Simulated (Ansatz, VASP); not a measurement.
ZnS: VASP beside Ansatz

INCAR

```
PREC     = Accurate       # precision mode
ENCUT    = 520            # plane-wave cutoff, eV
EDIFF    = 1E-6           # SCF threshold, eV
ISMEAR   = -1             # smearing method
SIGMA    = 0.05           # smearing width, eV
LREAL    = False          # projectors in reciprocal space
LASPH    = True           # aspherical terms in the spheres
NELM     = 80             # most SCF steps
ALGO     = Normal         # electronic algorithm
ISIF     = 2              # what is computed and relaxed
LWAVE    = False          # write WAVECAR
LCHARG   = False          # write CHGCAR
GGA      = PS             # functional
NBANDS   = 46             # bands
```

File KPOINTS:

```
regular mesh
0
Gamma
  8 8 3
```

POSCAR

```
ZnS
1.0
    3.7446638178      0.0000000000      0.0000000000
   -1.8723319089      3.2429739948      0.0000000000
    0.0000000000      0.0000000000     12.2644180811
Zn S
4 4
Direct
    0.6666666667      0.3333333333      0.7500000000
    0.3333333333      0.6666666667      0.2500000000
    0.0000000000      0.0000000000      0.5000000000
    0.0000000000      0.0000000000      0.0000000000
    0.6666666667      0.3333333333      0.9375000000
    0.3333333333      0.6666666667      0.4375000000
    0.0000000000      0.0000000000      0.6875000000
    0.0000000000      0.0000000000      0.1875000000
```

input.yaml

```yaml
crystal:
  lattice:
    - [3.7446638178, 0.0, 0.0]
    - [-1.8723319089, 3.2429739948, 0.0]
    - [0.0, 0.0, 12.2644180811]
  atoms:
    - { symbol: Zn, position: [0.6666666667, 0.3333333333, 0.75] }
    - { symbol: Zn, position: [0.3333333333, 0.6666666667, 0.25] }
    - { symbol: Zn, position: [0.0, 0.0, 0.5] }
    - { symbol: Zn, position: [0.0, 0.0, 0.0] }
    - { symbol: S, position: [0.6666666667, 0.3333333333, 0.9375] }
    - { symbol: S, position: [0.3333333333, 0.6666666667, 0.4375] }
    - { symbol: S, position: [0.0, 0.0, 0.6875] }
    - { symbol: S, position: [0.0, 0.0, 0.1875] }
kpoints:
  mp_grid: { grid: [8, 8, 3] }
scf:
  occupations: { method: fermi_dirac, width: 0.05 }
hamiltonian:
  xc: pbesol
  pseudopotentials: { kind: all_electron, lapw: { basis_error: 0.001 } }
output:
  forces: true
  stress: true
  eigenvalues: true
```

Change from the starting cell: volume scaled by 0.94.

Alike in both runs: task single point; functional PBEsol; k mesh 8 × 8 × 3; occupations fermi-dirac, width 0.05 eV; no spin polarisation.

```csv
,VASP,Ansatz
version,VASP 6.6.1,Ansatz 0.2.0
potentials or method,"VASP PAW PBE potentials, release 64 (Zn, S), cutoff 520 eV","all-electron LAPW, scalar-relativistic"
```

Ansatz gave:

| Property | Result |
| --- | --- |
| gap on the k mesh at the Fermi level (eV) | 2.27 |
| least direct gap on the mesh (eV) | 2.27 |
| pressure (GPa) | 2.7 |
| traceless stress, the component that is largest in VASP (GPa) | -0.10 |
| rms of the force components (eV/Å) | 0.020 |

Question: Which values does VASP return?

Answer: gap on the k mesh at the Fermi level (eV): 2.27; least direct gap on the mesh (eV): 2.27; pressure (GPa): 2.9; traceless stress, the component that is largest in VASP (GPa): -0.10; rms of the force components (eV/Å): 0.020.

VASP's potentials were made for PBE, not for PBEsol. Atom by atom the forces differ by 0.000 eV/Å (rms over components). Ansatz ran all-electron here, and VASP with PAW potentials.
